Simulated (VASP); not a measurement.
Write the native input for VASP 6.6.1 that does the following.

```yaml
Task: single point
Functional: PBEsol
Potentials_or_basis: VASP PAW PBE potentials, release 64 (In_d)
Cutoff: 520 eV
k_mesh: 11 × 11 × 8
Occupations: fermi-dirac, width 0.1 eV
Spin: no spin polarisation
Dipole_correction: no
Further_INCAR_settings: ALGO = Normal; EDIFF = 1e-06; NBANDS = 20; ISYM = 0
```

The structure of In lies in POSCAR:

```
In
1.0
   -3.8478625909      3.8218635285      1.5772157236
    3.8218635285     -3.8478625909      1.5772157236
    2.1303547008      2.1303547008     -1.6248330540
In
2
Direct
    0.9993221845      0.0006778155      1.0000000000
    0.7506778155      0.2493221845      0.5000000000
```

The input as run:

INCAR

```
  PREC = Accurate
  ENCUT = 520
  EDIFF = 1E-6
  ISMEAR = -1
  SIGMA = 0.1
  LREAL = False
  LASPH = True
  NELM = 60
  ALGO = Normal
  ISIF = 2
  LWAVE = False
  LCHARG = True
  GGA = PS
  LELF = True
  LVHAR = True
  ISYM = 0
  NBANDS = 20
```

KPOINTS

```
regular mesh
0
Gamma
  11 11 8
```

Potentials or basis: VASP PAW PBE potentials, release 64 (In_d).

Run with:

```sh
$ cat potpaw_PBE.64/In_d/POTCAR > POTCAR
$ mpirun -np 1 vasp_std > vasp.out
```

It gave:

```
Pressure               : 0.0 GPa
Band gap on the k mesh : zero (bands 13 and 14 overlap by 6.73 eV)
```

Caveat: the PAW data sets were made with another functional, which shifts forces and pressure a little; spin-orbit coupling is left out, which moves the levels of the heavy elements.

Run time: 5.3 min on 1 thread of Intel(R) Xeon(R) 6975P-C (Granite Rapids), on a shared host, peak memory 0.51 GiB.
